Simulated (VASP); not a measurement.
Runs of VASP 6.6.1 on Ta2Si. Symmetry: I4/mcm, No. 140, tetragonal system. The conventional cell has a = 6.176 Å, b = 6.176 Å, c = 5.047 Å, α = 90.00°, β = 90.00°, γ = 90.00°. Ta (site symmetry m2m) has 4 Si at 2.63 Å and 11 Ta at 2.86 to 3.27 Å within 3.5 Å. Within 3.3 Å of Si (site symmetry 422) lie 2 Si at 2.52 Å and 8 Ta at 2.63 Å. 

```tsv
k mesh	smearing	gap on the mesh (eV)	pressure (GPa)	largest force (eV/Å)
5 × 5 × 5	gaussian 0.2 eV	none	-2.8	0.07
8 × 8 × 8	gaussian 0.1 eV	none	-2.9	0.04
10 × 10 × 10	gaussian 0.1 eV	none	-2.9	0.07
1 × 1 × 1	gaussian 0.1 eV	-	(b)	1.68
10 × 10 × 10	gaussian 0.01 eV	none	-2.9	0.06
4 × 4 × 4	gaussian 0.1 eV	none	-2.6	-
5 × 5 × 5	gaussian 0.01 eV	none	-2.9	0.05
5 × 5 × 5	gaussian 0.05 eV	none	-2.9	0.05
2 × 2 × 2	gaussian 0.1 eV	none	(a)	0.35
5 × 5 × 5	gaussian 0.1 eV	none	-2.9	0.05
5 × 5 × 5	gaussian 0.4 eV	none	-2.7	0.14
```

Alike in all rows: task single point; level PBEsol; potentials or basis VASP PAW PBE potentials, release 64 (Ta_pv, Si); no spin polarisation; cell as given; cutoff (eV) 520.

Question: Estimate the missing entries.

Answer: (a) -1.6; (b) 1.8.

Caveats: some runs use coarse meshes; the PAW data sets were made with another functional, which shifts forces and pressure a little; spin-orbit coupling is left out, which moves the levels of the heavy elements; so wide a smearing shifts energies and pressures (at least some runs).

A k mesh can miss the band edges, and the runs leave out spin-orbit coupling on Ta.

A gap of «none» marks levels without a gap at the run's occupations.
